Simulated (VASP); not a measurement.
Al18N17 (a cell with a defect): single point with PBE

The system is Al18N17 (a cell with a defect).

```xyz
35
Lattice="4.6953 -2.7108 -5.0180 -4.6953 -2.7108 -5.0180 0.0000 5.4217 -5.0180" Properties=species:S:1:pos:R:3 pbc="T T T"
Al   -0.0035    3.6110   -7.6136
Al    3.1240   -1.8027   -7.5318
Al   -1.5603    0.8983  -12.5500
Al    1.5672    0.8939   -7.5320
Al   -3.1310   -1.8027   -7.5320
Al    1.5534    0.8984  -12.5499
Al   -0.0035   -1.8107  -12.5423
Al   -0.0035   -1.8108   -7.5225
Al   -1.5741    0.8939   -7.5319
Al    3.0920    1.8238  -10.0315
Al    1.5631   -0.9063   -5.0257
Al   -3.0988    1.8239  -10.0314
Al   -0.0035    1.7628   -5.0132
Al   -0.0035   -3.6102  -10.0268
Al   -0.0034    1.8022  -10.0438
Al   -1.5619   -0.9109  -10.0268
Al   -1.5699   -0.9063   -5.0256
Al    1.5549   -0.9109  -10.0268
N     3.1370   -1.8129   -5.6175
N    -1.5756    0.8923  -10.6355
N     1.5649    0.9101   -5.6175
N    -3.1439   -1.8129   -5.6175
N     1.5688    0.8923  -10.6355
N    -0.0035   -1.8107  -10.6334
N    -0.0034   -1.8107   -5.5999
N    -1.5719    0.9101   -5.6175
N    -1.5700   -0.9063   -3.0943
N     1.5602   -0.9079   -8.1165
N     1.5630   -0.9063   -3.0943
N    -0.0035    1.8023   -8.1123
N    -0.0035    1.8132   -3.1213
N    -0.0035   -3.6164   -8.1165
N     3.1350    1.7989   -8.1393
N    -1.5672   -0.9079   -8.1165
N    -3.1420    1.7989   -8.1394
```

```json
{
  "Program": "VASP 6.6.1",
  "Task": "single point",
  "Functional": "PBE",
  "Potentials or basis": "VASP PAW PBE potentials, release 64 (Al, N)",
  "Cutoff": "520 eV",
  "k mesh": "2 × 2 × 2, shifted",
  "Occupations": "gaussian, width 0.02 eV",
  "Spin": "collinear spin",
  "Dipole correction": "no",
  "Charge": "1",
  "Further INCAR settings": "LREAL = Auto; ALGO = Normal; EDIFF = 1e-06; NBANDS = 96; NELECT = 138.0"
}
```

```json
{
 "Largest force": "0.030 eV/Å",
 "Net moment": "0.00 μB per cell",
 "Valence electrons inside the program's atomic spheres": "Al 0.78, 0.79, 0.77 (each value once); N 3.84, 3.85 (each value once)"
}
```

Forces on the atoms (eV/Å):
```
Al   0.002 -0.001 -0.029
Al  -0.006  0.002  0.000
Al   0.007  0.006  0.002
Al  -0.002 -0.006 -0.003
Al   0.005  0.001  0.000
Al  -0.010  0.004  0.001
Al   0.001 -0.002  0.006
Al  -0.002  0.002 -0.002
Al   0.001 -0.008 -0.004
Al  -0.016  0.008  0.002
Al  -0.009 -0.004  0.002
Al   0.017  0.009  0.000
Al   0.000 -0.015  0.001
Al   0.003  0.004  0.012
Al   0.001  0.006  0.004
Al   0.000 -0.002  0.008
Al   0.005 -0.005 -0.001
Al  -0.002 -0.003  0.007
N    0.004  0.000 -0.003
N   -0.001 -0.003 -0.005
N    0.003  0.002 -0.005
N   -0.004  0.000 -0.002
N    0.001 -0.003 -0.004
N    0.000  0.000 -0.010
N    0.000  0.001 -0.001
N   -0.002  0.003 -0.004
N    0.001  0.000  0.004
N    0.003  0.003 -0.001
N   -0.002  0.000  0.003
N    0.001  0.001  0.003
N    0.000  0.002  0.006
N    0.000 -0.004 -0.001
N    0.001  0.000  0.005
N   -0.002  0.003 -0.001
N   -0.001  0.000  0.008
```

Levels at points of the mesh, in eV from the Fermi level:
Spin up:
```csv
k point,band 67,band 68,band 69,band 70,band 71,band 72
"(0.25, 0.25, 0.25)",-0.86,-0.86,-0.25,3.39,3.84,3.84
```
Spin down:
| k point | band 65 | band 66 | band 67 | band 68 | band 69 | band 70 | band 71 | band 72 | band 73 | band 74 |
| --- | --- | --- | --- | --- | --- | --- | --- | --- | --- | --- |
| (0.25, 0.25, 0.25) | -1.20 | -1.09 | -0.86 | -0.86 | -0.25 | 3.39 | 3.84 | 3.84 | 4.87 | 5.16 |

Run time: 9.8 min on 1 thread of Oxide Virtual Turin-like Processor (shared host), peak memory 0.61 GiB.

Caveat: the cell carries a net charge on a neutralising background, which shifts energy and pressure; the cell is charged against a uniform background, so pressure and absolute levels hang on convention.
